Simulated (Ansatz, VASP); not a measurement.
## One calculation of Ir, two programs

INCAR

```
ALGO = Normal
EDIFF = 1E-6
ENCUT = 500
GGA = PE
GGA_COMPAT = F
ISIF = 2
ISMEAR = 0
LASPH = T
LCHARG = F
LREAL = F
LWAVE = F
NBANDS = 10
NELM = 120
PREC = Accurate
SIGMA = 0.1
```

File KPOINTS:

```
k-points
0
Gamma
  8 8 8
```

Contents of POSCAR:

```
Ir
1.0
    0.0000000000      1.8986081263      1.8986081263
    1.8986081263      0.0000000000      1.8986081263
    1.8986081263      1.8986081263      0.0000000000
Ir
1
Direct
    0.0000000000      0.0000000000      0.0000000000
```

Input for Ansatz:

```yaml
crystal:
  lattice:
    - [0.0, 1.8986081263, 1.8986081263]
    - [1.8986081263, 0.0, 1.8986081263]
    - [1.8986081263, 1.8986081263, 0.0]
  atoms:
    - { symbol: Ir, position: [0.0, 0.0, 0.0] }
basis:
  ecutwfc: 420
kpoints:
  mp_grid: { grid: [8, 8, 8] }
hamiltonian:
  xc: pbe
scf:
  occupations: { method: gaussian, width: 0.1 }
output:
  forces: true
  stress: true
  eigenvalues: true
```

Alike in both runs: task single point; functional PBE; k mesh 8 × 8 × 8; occupations gaussian, width 0.1 eV; no spin polarisation.

```csv
,VASP,Ansatz
version,VASP 6.6.1,Ansatz 0.2.0
potentials or method,"VASP PAW PBE potentials, release 64 (Ir), cutoff 500 eV","scalar-relativistic, plane waves, PAW"
valence electrons in the cell,9,17
```

|  | VASP | Ansatz | Ansatz less VASP |
| --- | --- | --- | --- |
| gap on the k mesh at the Fermi level (eV) | none | none | - |
| pressure (GPa) | 25.5 | 24.7 | -0.76 |

A gap of «none» marks a metal or a gap that the smearing closes. With one functional, cell and mesh, what is left measures potentials, basis and numerics. VASP's potentials hold 9 valence electrons a cell and Ansatz's 17, so a difference there can come from the potentials and not from the codes.

Spin-orbit coupling is off throughout.
